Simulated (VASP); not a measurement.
Mo:

```
CELL_PARAMETERS angstrom
-1.58043 1.58043 1.58043
1.58043 -1.58043 1.58043
1.58043 1.58043 -1.58043
ATOMIC_POSITIONS crystal
Mo 0.00000 0.00000 0.00000
```

Base run:

```yaml
Program: VASP 6.6.1
Functional: r2SCAN
Potentials_or_basis: VASP PAW PBE potentials, release 64 (Mo_sv)
Cutoff: 520 eV
k_mesh: 24 × 24 × 24
Occupations: gaussian, width 0.1 eV
Spin: no spin polarisation
```

Its results: band gap on the k mesh zero (band 7 reaches 16.47 eV, above the bottom of band 8 at 10.98 eV); pressure -1.4 GPa.

The run is repeated on the same cell with these changes: functional from r2SCAN to PBE. What comes out?

Band gap on the k mesh zero (band 7 reaches 16.35 eV, above the bottom of band 8 at 11.09 eV); pressure 0.5 GPa.

Caveats: the PAW data sets were made with another functional, which shifts forces and pressure a little (some runs).
